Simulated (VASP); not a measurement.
# MgCd3O4 (Pm-3m) in VASP: a series of runs

MgCd3O4 is run at these levels: PBE; tasks: single point, relaxation of cell and atoms.

Everything below comes from runs of VASP 6.6.1. Logs are shortened: lines on timing, memory, paths and dates and some standing lists are left out, and cuts for length are marked.

## 1. The cell of the first run

Symmetry: Pm-3m, No. 221, cubic system. Conventional cell: a = 5.003 Å, b = 5.003 Å, c = 5.003 Å, α = 90.00°, β = 90.00°, γ = 90.00°. Within 3.3 Å of Mg (site symmetry m-3m) lie 6 O at 2.50 Å. Cd (site symmetry 4/mmm) has 6 O at 2.50 Å within 3.3 Å. Within 3.3 Å of O (site symmetry 4/mmm) lie 2 Mg at 2.50 Å and 4 Cd at 2.50 Å. Within 3.3 Å of O (site symmetry m-3m) lie 6 Cd at 2.50 Å.

## 2. Single point, PBE, collinear spin, ferromagnetic start

The input, INCAR:

```
PREC = Accurate
ENCUT = 520
EDIFF = 1E-6
ISMEAR = 0
SIGMA = 0.1
LREAL = False
LASPH = True
NELM = 150
ALGO = Normal
ISIF = 2
LWAVE = False
LCHARG = False
ISPIN = 2
MAGMOM = 0 0 0 0 1 1 1 1
LORBIT = 11
GGA = PE
NBANDS = 45
```

The input, KPOINTS:

```
Automatic mesh
0
Gamma
  4 4 4
```

The input, POSCAR:

```
MgCd3O4
1.0
    5.0032808900      0.0000000000      0.0000000000
    0.0000000000      5.0032808900      0.0000000000
    0.0000000000      0.0000000000      5.0032808900
Mg Cd O
1 3 4
Direct
    0.5000000000      0.5000000000      0.5000000000
    0.5000000000      0.0000000000      0.0000000000
    0.0000000000      0.0000000000      0.5000000000
    0.0000000000      0.5000000000      0.0000000000
    0.0000000000      0.5000000000      0.5000000000
    0.5000000000      0.5000000000      0.0000000000
    0.0000000000      0.0000000000      0.0000000000
    0.5000000000      0.0000000000      0.5000000000
```

Potentials or basis: VASP PAW PBE potentials, release 64 (Mg, Cd, O).

On the command line:

```bash
$ cat potpaw_PBE.64/Mg/POTCAR potpaw_PBE.64/Cd/POTCAR potpaw_PBE.64/O/POTCAR > POTCAR
$ mpirun -np 1 vasp_std > vasp.out
```

OUTCAR:

```text
PREC = Accurate
   ENCUT = 520
   EDIFF = 1E-6
   ISMEAR = 0
   LREAL = False
   LASPH = True
   NELM = 150
   ISIF = 2
   ISPIN = 2
   LORBIT = 11
   GGA = PE

 ion  position               nearest neighbor table
   1  0.500  0.500  0.500-   5 2.50   6 2.50   8 2.50   6 2.50   8 2.50   5 2.50   2 3.54   4 3.54
                             2 3.54   2 3.54   3 3.54   3 3.54   2 3.54   3 3.54   4 3.54   4 3.54
   2  0.500  0.000  0.000-   6 2.50   7 2.50   8 2.50   8 2.50   6 2.50   7 2.50   1 3.54   3 3.54
                             1 3.54   1 3.54   4 3.54   3 3.54   1 3.54   3 3.54   4 3.54   4 3.54
   3  0.000  0.000  0.500-   5 2.50   7 2.50   8 2.50   7 2.50   5 2.50   8 2.50   2 3.54   4 3.54
                             1 3.54   1 3.54   4 3.54   2 3.54   4 3.54   1 3.54   2 3.54   4 3.54
   4  0.000  0.500  0.000-   5 2.50   6 2.50   7 2.50   5 2.50   7 2.50   6 2.50   1 3.54   3 3.54
                             1 3.54   2 3.54   3 3.54   2 3.54   3 3.54   1 3.54   2 3.54   3 3.54
   5  0.000  0.500  0.500-   1 2.50   3 2.50   4 2.50   4 2.50   3 2.50   1 2.50
   6  0.500  0.500  0.000-   1 2.50   2 2.50   4 2.50   1 2.50   2 2.50   4 2.50
   7  0.000  0.000  0.000-   2 2.50   3 2.50   4 2.50   3 2.50   4 2.50   2 2.50
   8  0.500  0.000  0.500-   1 2.50   2 2.50   3 2.50   2 2.50   1 2.50   3 2.50

  LATTYP: Found a simple cubic cell.
 ALAT       =     5.0032808900

  Lattice vectors:

 A1 = (   5.0032808900,   0.0000000000,   0.0000000000)
 A2 = (   0.0000000000,   5.0032808900,   0.0000000000)
 A3 = (   0.0000000000,   0.0000000000,   5.0032808900)

Analysis of symmetry for initial positions (statically):
=====================================================================
 Subroutine PRICEL returns:
 Original cell was already a primitive cell.

 Routine SETGRP: Setting up the symmetry group for a
 simple cubic supercell.

 Subroutine GETGRP returns: Found 48 space group operations
 (whereof 48 operations were pure point group operations)
 out of a pool of 48 trial point group operations.

The static configuration has the point symmetry O_h .

Analysis of symmetry for dynamics (positions and initial velocities):
=====================================================================
 Subroutine PRICEL returns:
 Original cell was already a primitive cell.

 Routine SETGRP: Setting up the symmetry group for a
 simple cubic supercell.

 Subroutine GETGRP returns: Found 48 space group operations
 (whereof 48 operations were pure point group operations)
 out of a pool of 48 trial point group operations.

The dynamic configuration has the point symmetry O_h .

Analysis of structural, dynamic, and magnetic symmetry:
=====================================================================
 Subroutine PRICEL returns:
 Original cell was already a primitive cell.

 Routine SETGRP: Setting up the symmetry group for a
 simple cubic supercell.

 Subroutine GETGRP returns: Found 48 space group operations
 (whereof 48 operations were pure point group operations)
 out of a pool of 48 trial point group operations.

The overall configuration has the point symmetry O_h .

 Subroutine INISYM returns: Found 48 space group operations
 (whereof 48 operations are pure point group operations),
 and found     1 'primitive' translations

----------------------------------------------------------------------------------------

                                     Primitive cell

  volume of cell :     125.2462

  direct lattice vectors                    reciprocal lattice vectors
     5.003280890  0.000000000  0.000000000     0.199868850  0.000000000  0.000000000
     0.000000000  5.003280890  0.000000000     0.000000000  0.199868850  0.000000000
     0.000000000  0.000000000  5.003280890     0.000000000  0.000000000  0.199868850

  length of vectors
     5.003280890  5.003280890  5.003280890     0.199868850  0.199868850  0.199868850

  position of ions in fractional coordinates (direct lattice)
     0.500000000  0.500000000  0.500000000
     0.500000000  0.000000000  0.000000000
     0.000000000  0.000000000  0.500000000
     0.000000000  0.500000000  0.000000000
     0.000000000  0.500000000  0.500000000
     0.500000000  0.500000000  0.000000000
     0.000000000  0.000000000  0.000000000
     0.500000000  0.000000000  0.500000000

  ion indices of the primitive-cell ions
   primitive index   ion index
                 1           1
                 2           2
                 3           3
                 4           4
                 5           5
                 6           6
                 7           7
                 8           8

----------------------------------------------------------------------------------------

 KPOINTS: Automatic mesh

Automatic generation of k-mesh.
 Grid dimensions read from file:
 generate k-points for:    4    4    4

 Generating k-lattice:

  Cartesian coordinates                     Fractional coordinates (reciprocal lattice)
     0.049967213  0.000000000  0.000000000     0.250000000  0.000000000  0.000000000
     0.000000000  0.049967213  0.000000000     0.000000000  0.250000000  0.000000000
     0.000000000  0.000000000  0.049967213     0.000000000  0.000000000  0.250000000

  Length of vectors
     0.049967213  0.049967213  0.049967213

  Shift w.r.t. Gamma in fractional coordinates (k-lattice)
     0.000000000  0.000000000  0.000000000

 Subroutine IBZKPT returns following result:
 ===========================================

 Found     10 irreducible k-points:

 Following reciprocal coordinates:
            Coordinates               Weight
  0.000000  0.000000  0.000000      1.000000
  0.250000  0.000000  0.000000      6.000000
  0.500000  0.000000  0.000000      3.000000
  0.250000  0.250000  0.000000     12.000000
  0.500000  0.250000  0.000000     12.000000
  0.500000  0.500000  0.000000      3.000000
  0.250000  0.250000  0.250000      8.000000
  0.500000  0.250000  0.250000     12.000000
  0.500000  0.500000  0.250000      6.000000
  0.500000  0.500000  0.500000      1.000000
   k-points           NKPTS =     10   k-points in BZ     NKDIM =     10   number of bands    NBANDS=     45
   number of dos      NEDOS =    301   number of ions     NIONS =      8
   total plane-waves  NPLWV =  64000
   dimension x,y,z NGX =    40 NGY =   40 NGZ =   40
   dimension x,y,z NGXF=    80 NGYF=   80 NGZF=   80
   ions per type =               1   3   4
   NGX,Y,Z   is equivalent  to a cutoff of  13.29, 13.29, 13.29 a.u.
   NGXF,Y,Z  is equivalent  to a cutoff of  26.58, 26.58, 26.58 a.u.
 SYSTEM =  unknown system
   PREC   = accura    normal or accurate (medium, high low for compatibility)
   ISTART =      0    job   : 0-new  1-cont  2-samecut
   ICHARG =      2    charge: 1-file 2-atom 10-const
   ISPIN  =      2    spin polarized calculation?
   LNONCOLLINEAR =      F non collinear calculations
   LSORBIT =      F    spin-orbit coupling
   LASPH  =      T    aspherical Exc in radial PAW
   ENCUT  =  520.0 eV  38.22 Ry    6.18 a.u.   9.30  9.30  9.30*2*pi/ulx,y,z
   NELM   =    150;   NELMIN=  2; NELMDL= -5     # of ELM steps
   EDIFF  = 0.1E-05   stopping-criterion for ELM
   LREAL  =      F    real-space projection
   EDIFFG = 0.1E-04   stopping-criterion for IOM
   NSW    =      0    number of steps for IOM
   IBRION =     -1    ionic relax: 0-MD 1-quasi-New 2-CG
   NFREE  =      0    steps in history (QN), initial steepest desc. (CG)
   ISIF   =      2    stress and relaxation
   ISYM   =      2    0-nonsym 1-usesym 2-fastsym
   POTIM  = 0.5000    time-step for ionic-motion
   TEBEG  =    0.0;   TEEND  =   0.0 temperature during run
   PSTRESS=    0.0 pullay stress
   NELECT =      62.0000    total number of electrons
   NUPDOWN=      -1.0000    fix difference up-down
   EMIN   =  10.00;   EMAX   =-10.00  energy-range for DOS
   EFERMI =   0.00;   METHOD = LEGACY
   ISMEAR =     0;   SIGMA  =   0.10  broadening in eV -4-tet -1-fermi 0-gaus
   EFERMI_NEDOS =   21; number of points for ismear=-14 and -15
   IALGO  =     38    algorithm
   IMIX   =      4    mixing-type and parameters
     AMIX     =   0.40;   BMIX     =  1.00
     AMIX_MAG =   1.60;   BMIX_MAG =  1.00
  volume/ion in A,a.u.               =      15.66       105.65
  Fermi-wavevector in a.u.,A,eV,Ry     =   1.295042  2.447274 22.818789  1.677134
  Thomas-Fermi vector in A             =   2.426587
   LORBIT       =     11    0 simple, 1 ext, 2 COOP (PROOUT), +10 PAW based schemes
   GGA     = PE    functional components
   LHFCALC =     F    Hartree Fock is set to
   AEXX    =    0.0000 exact exchange contribution
   IVDW    =     0    specifies the selected vdW correction
   LEPSILON=     F    determine dielectric tensor
   LRPA    =     F    only Hartree local field effects (RPA)
 spin polarized calculation
 Gauss-broadening in eV      SIGMA  =   0.10
  energy-cutoff  :      520.00
  volume of cell :      125.25
 maximum number of plane-waves:      3407
 NGX is ok and might be reduce to    40
   NGX = 19   NGY = 19   NGZ = 19

 number of electron      62.0000031 magnetization       0.0007681

 number of electron      62.0000031 magnetization      -0.0000299

 Free energy of the ion-electron system (eV)
  ---------------------------------------------------
  ext. energy  EPLUGINS =         0.00000000
  ---------------------------------------------------
  free energy    TOTEN  =       -33.05345516 eV

  energy without entropy =      -33.04888417  energy(sigma->0) =      -33.05116966

 E-fermi :   0.6645     XC(G=0): -10.2270

 val. band max:        0.5836937227   @ k =   0.5000   0.5000   0.5000
 cond. band min:       1.7545012932   @ k =   0.2500   0.0000   0.0000
 fundamental gap:      1.1708075705
 Fermi energy:         0.6645181479

 spin component 1

 k-point     1 :       0.0000    0.0000    0.0000
  band No.  band energies     occupation
      1     -15.6001      1.00000
      2     -15.2200      1.00000
      3     -15.1253      1.00000
      4     -15.1253      1.00000
      5      -6.1560      1.00000
      6      -6.1560      1.00000
[... 35 lines left out ...]
     42      12.3485      0.00000
     43      12.3491      0.00000
[... 372 lines left out ...]
      2     -15.1159      1.00000
      3     -15.1159      1.00000
      4     -15.1159      1.00000
      5      -6.3197      1.00000
      6      -6.3197      1.00000
[... 35 lines left out ...]
     42      11.5094      0.00000
     43      11.5094      0.00000
 Fermi energy:         0.6645181479

 spin component 2

 k-point     1 :       0.0000    0.0000    0.0000
  band No.  band energies     occupation
      1     -15.6001      1.00000
      2     -15.2200      1.00000
      3     -15.1253      1.00000
      4     -15.1253      1.00000
      5      -6.1560      1.00000
      6      -6.1560      1.00000
[... 35 lines left out ...]
     42      12.3485      0.00000
     43      12.3490      0.00000
[... 372 lines left out ...]
      2     -15.1160      1.00000
      3     -15.1160      1.00000
      4     -15.1160      1.00000
      5      -6.3197      1.00000
      6      -6.3197      1.00000
[... 35 lines left out ...]
     42      11.5094      0.00000
     43      11.5094      0.00000
 [bands above 43 left out]

------------------------ aborting loop because EDIFF is reached ----------------------------------------

  FORCE on cell =-STRESS in cart. coord.  units (eV):
  Direction    XX          YY          ZZ          XY          YZ          ZX
  --------------------------------------------------------------------------------------
  -------------------------------------------------------------------------------------
  Total      -12.5075069    -12.5075069    -12.5075069     -0.0000000     -0.0000000      0.0000000
  in kB     -159.9987829   -159.9987829   -159.9987829     -0.0000000     -0.0000000      0.0000000
  external PRESSURE =    -159.9987829 kB  Pullay stress =       0.0000000 kB

 VOLUME and BASIS-vectors are now :
 -----------------------------------------------------------------------------
  energy-cutoff  :      520.00
  volume of cell :      125.25
      direct lattice vectors                 reciprocal lattice vectors
     5.003280890  0.000000000  0.000000000     0.199868850  0.000000000  0.000000000
     0.000000000  5.003280890  0.000000000     0.000000000  0.199868850  0.000000000
     0.000000000  0.000000000  5.003280890     0.000000000  0.000000000  0.199868850

 POSITION                                       TOTAL-FORCE (eV/Angst)
 -----------------------------------------------------------------------------------
      2.50164      2.50164      2.50164         0.000000      0.000000      0.000000
      2.50164      0.00000      0.00000         0.000000      0.000000      0.000000
      0.00000      0.00000      2.50164         0.000000      0.000000      0.000000
      0.00000      2.50164      0.00000         0.000000      0.000000      0.000000
      0.00000      2.50164      2.50164         0.000000      0.000000      0.000000
      2.50164      2.50164      0.00000         0.000000      0.000000      0.000000
      0.00000      0.00000      0.00000         0.000000      0.000000      0.000000
      2.50164      0.00000      2.50164         0.000000      0.000000      0.000000
 -----------------------------------------------------------------------------------
    total drift:                                0.000000      0.000000     -0.000000

  FREE ENERGIE OF THE ION-ELECTRON SYSTEM (eV)
  ---------------------------------------------------
  free  energy   TOTEN  =       -33.0534551559 eV

  energy  without entropy=      -33.0488841663  energy(sigma->0) =      -33.05116966

 total charge

# of ion       s       p       d       tot
------------------------------------------
    1        0.107   0.074   0.022   0.203
    2        0.318   0.187   9.617  10.122
    3        0.318   0.187   9.617  10.122
    4        0.318   0.187   9.617  10.122
    5        1.569   3.288   0.000   4.857
    6        1.569   3.288   0.000   4.857
    7        1.577   3.274   0.000   4.850
    8        1.569   3.288   0.000   4.857
--------------------------------------------------
tot          7.345  13.774  28.872  49.991

 magnetization (x)

# of ion       s       p       d       tot
------------------------------------------
    1        0.000  -0.000  -0.000   0.000
    2        0.000  -0.000  -0.000  -0.000
    3        0.000  -0.000  -0.000  -0.000
    4        0.000  -0.000  -0.000  -0.000
    5        0.000  -0.000   0.000  -0.000
    6        0.000  -0.000   0.000  -0.000
    7        0.000   0.000   0.000   0.000
    8        0.000  -0.000   0.000  -0.000
--------------------------------------------------
tot          0.000  -0.000  -0.000  -0.000
```

Run time: 92 s. Hardware: 1 thread of Intel Xeon Platinum 8488C (Sapphire Rapids), shared host; peak memory 0.32 GiB.

Results:

| Property | Result |
| --- | --- |
| Free energy | -33.0535 eV |
| Pressure | -16.0 GPa |
| Band gap on the k mesh | zero (filled and empty bands overlap) |
| Net moment | 0.00 μB per cell |
| Valence electrons inside the program's atomic spheres | Mg 0.20; Cd 10.12; O 4.86, 4.85 (each value once) |

Caveat: the cell stands under tension; semilocal functionals underestimate gaps, so a narrow gap can read as zero.

## 3. Relaxation of cell and atoms, PBE

This run uses another cell than the first one, of 12.82 Å³/atom.

The input, INCAR:

```
  PREC = Accurate
  ENCUT = 600
  EDIFF = 1E-6
  ISMEAR = 0
  SIGMA = 0.1
  LREAL = False
  LASPH = True
  NELM = 80
  ALGO = Normal
  ISIF = 3
  LWAVE = False
  LCHARG = False
  GGA = PE
  IBRION = 2
  NSW = 100
  EDIFFG = -0.01
```

The input, KPOINTS:

```
regular mesh
0
Gamma
  8 8 8
```

POSCAR: that of step 2 with these lines changed.

```diff
@@ -2,5 +2,5 @@
 1.0
-    5.0032808900      0.0000000000      0.0000000000
-    0.0000000000      5.0032808900      0.0000000000
-    0.0000000000      0.0000000000      5.0032808900
+    4.6810743306      0.0000000000      0.0000000000
+    0.0000000000      4.6810743306      0.0000000000
+    0.0000000000      0.0000000000      4.6810743306
 Mg Cd O
```

Potentials or basis: VASP PAW PBE potentials, release 64 (Mg, Cd, O).

On the command line:

```bash
$ cat potpaw_PBE.64/Mg/POTCAR potpaw_PBE.64/Cd/POTCAR potpaw_PBE.64/O/POTCAR > POTCAR
$ mpirun -np 1 vasp_std > vasp.out
```

Run time: 3.9 min. Hardware: 1 thread of Intel Xeon Platinum 8488C (Sapphire Rapids), shared host; peak memory 0.34 GiB.

The run converged. Its results:

* Free energy: -34.3504 eV
* Relaxed volume: 12.89 Å³/atom
* Relaxed cell: a = 4.690 Å, b = 4.690 Å, c = 4.690 Å, α = 90.00°, β = 90.00°, γ = 90.00°
* Space group after relaxing (to 0.1 Å): Pm-3m (No. 221)
* Energy gained by relaxing: 0.2 meV/atom
* Ionic steps: 3
* Pressure after relaxing: 0.0 GPa
* Band gap on the k mesh: zero (bands 31 and 32 overlap by 0.17 eV)

Step by step:
```
step  energy change (eV)  largest force (eV/Å)  pressure (GPa)  volume (Å³)
   1              0.0000                0.0000            0.75       102.57
   2             -0.0009                0.0000           -0.42       103.47
   3             -0.0013                0.0000            0.00       103.14
```

Final structure:
```xyz
8
Lattice="4.6897 0.0000 0.0000 0.0000 4.6897 0.0000 0.0000 0.0000 4.6897" Properties=species:S:1:pos:R:3 pbc="T T T"
Mg    2.3448    2.3448    2.3448
Cd    2.3448    0.0000    0.0000
Cd    0.0000    0.0000    2.3448
Cd    0.0000    2.3448    0.0000
O     0.0000    2.3448    2.3448
O     2.3448    2.3448    0.0000
O     0.0000    0.0000    0.0000
O     2.3448    0.0000    2.3448
```

Levels at points of the mesh, in eV from the Fermi level:
| k point | band 29 | band 30 | band 31 | band 32 | band 33 | band 34 |
| --- | --- | --- | --- | --- | --- | --- |
| (0.00, 0.00, 0.00) | -1.41 | -1.41 | -1.41 | -0.26 | 3.77 | 3.77 |
| (0.50, 0.00, 0.00) | -1.86 | -1.66 | -1.66 | 3.51 | 3.67 | 5.93 |
| (0.50, 0.50, 0.00) | -0.22 | -0.22 | -0.20 | 5.09 | 5.17 | 5.17 |
| (0.50, 0.50, 0.50) | -0.09 | -0.09 | -0.09 | 4.35 | 4.48 | 4.48 |

Caveat: semilocal functionals underestimate gaps, so a narrow gap can read as zero.
